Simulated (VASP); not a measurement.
Set up this calculation in VASP 6.6.1, as the native input.

```yaml
Task: single point
Functional: PBE
Potentials_or_basis: VASP PAW PBE potentials, release 64 (Ti_sv, N, B)
Cutoff: 520 eV
k_mesh: 1 × 1 × 1, shifted
Occupations: fermi-dirac, width 0.05 eV
Spin: no spin polarisation
Dipole_correction: no
Further_INCAR_settings: ALGO = Normal; EDIFF = 1e-06; NBANDS = 88; ISYM = 0
```

The structure of Ti5B7N12 lies in POSCAR:

```
Ti5B7N12
1.0
    6.0637790000     -0.1437410000      0.1403350000
   -0.1437410000      6.1871700000     -0.0470690000
    0.1403350000     -0.0470690000      6.1640550000
Ti N B
5 12 7
Direct
    0.2381580868      0.3186967494      0.3266881659
    0.7007391429      0.3296845555      0.4661124365
    0.5056783215      0.8186867323      0.4307140995
    0.2569920922      0.6200597034      0.7990077319
    0.6566045612      0.4672296720      0.0311120573
    0.7836068365      0.8359431987      0.5918810823
    0.6290117541      0.8165174609      0.0801708122
    0.3433235813      0.3689314844      1.0116454057
    0.5525563877      0.5277268734      0.6989073874
    0.4686410915      0.1215028114      0.3829189175
    0.9307087674      0.5199097471      0.8049030414
    0.3400068343      0.9752294754      0.8414376927
    0.7797203964      0.1350845270      0.9488653543
    0.8772383344      0.5072875930      0.2611795771
    0.2104082864      0.6306525956      0.4555975799
    0.9845590329      0.2003028513      0.5510695416
    0.0118002764      0.9164955569      0.2490520506
    0.7717670465      0.6385432284      0.7119110168
    0.0279900518      0.6775509886      0.3212482146
    0.8365986528      0.9524431003      0.0845960123
    0.9293930653      0.9868453899      0.4804075320
    0.2379791995      0.1734235439      0.9001589152
    0.9774808744      0.2578190206      0.7946425697
    0.5709039199      0.9766457312      0.9343701405
```

The input as run:

INCAR

```
SYSTEM = Ti5B7N12
PREC     = Accurate       ! precision mode
ENCUT    = 520            ! plane-wave cutoff, eV
EDIFF    = 1E-6           ! SCF threshold, eV
ISMEAR   = -1             ! smearing method
SIGMA    = 0.05           ! smearing width, eV
LREAL    = .False.        ! projectors in reciprocal space
LASPH    = .True.         ! aspherical terms in the spheres
NELM     = 120            ! most SCF steps
ALGO     = Normal         ! electronic algorithm
ISIF     = 2              ! what is computed and relaxed
LWAVE    = .False.        ! write WAVECAR
LCHARG   = .False.        ! write CHGCAR
GGA      = PE             ! functional
ISYM     = 0            
NBANDS   = 88             ! bands
GGA_COMPAT= .False.
```

KPOINTS

```
Automatic mesh
0
Gamma
  1 1 1
  0.25 0.25 0.25
```

Potentials or basis: VASP PAW PBE potentials, release 64 (Ti_sv, N, B).

Command:

```bash
$ cat potpaw_PBE.64/Ti_sv/POTCAR potpaw_PBE.64/N/POTCAR potpaw_PBE.64/B/POTCAR > POTCAR
$ mpirun -np 1 vasp_std > vasp.out
```

It gave:

```json
{
 "Pressure": "-1.7 GPa",
 "Largest force": "2.917 eV/Å",
 "Band gap on the k mesh": "zero (an odd number of electrons rules out a gap without spin polarisation)"
}
```

Caveat: the k points lie up to 1.04 Å⁻¹ apart, too coarse for converged energies and pressures of a metal; the atoms stand as in a frame of molecular dynamics; an odd number of electrons without spin polarisation forces a metal; a magnetic or distorted state may lie lower.

Run time: 35 s on 1 thread of Intel(R) Xeon(R) 6975P-C (Granite Rapids) (shared host), peak memory 0.31 GiB.
